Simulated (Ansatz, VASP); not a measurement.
**Two plane-wave programs on Ca**

```
CELL_PARAMETERS angstrom
0.00000 2.79420 2.79420
2.93391 0.00000 2.79420
2.93391 2.79420 0.00000
ATOMIC_POSITIONS crystal
Ca 0.00000 0.00000 0.00000
```

Change from the starting cell: strain +0.0500 x Voigt [1, 0, 0, 0, 0, 0], atoms carried along.

Alike in both runs: task single point; functional PBE; k mesh 14 × 14 × 14; occupations gaussian, width 0.15 eV; no spin polarisation.

|  | VASP | Ansatz |
| --- | --- | --- |
| version | VASP 6.6.1 | Ansatz 0.2.0 |
| potentials or method | VASP PAW PBE potentials, release 64 (Ca_sv), cutoff 520 eV | scalar-relativistic, plane waves, PAW |
| valence electrons in the cell | 10 | 10 |

|  | VASP | Ansatz | Ansatz less VASP |
| --- | --- | --- | --- |
| gap on the k mesh at the Fermi level (eV) | none | none | - |
| pressure (GPa) | -1.2 | -1.2 | -0.02 |
| traceless stress, the component that is largest in VASP (GPa) | -0.30 | -0.30 | +0.001 |

A gap of «none» marks a metal or a gap that the smearing closes.
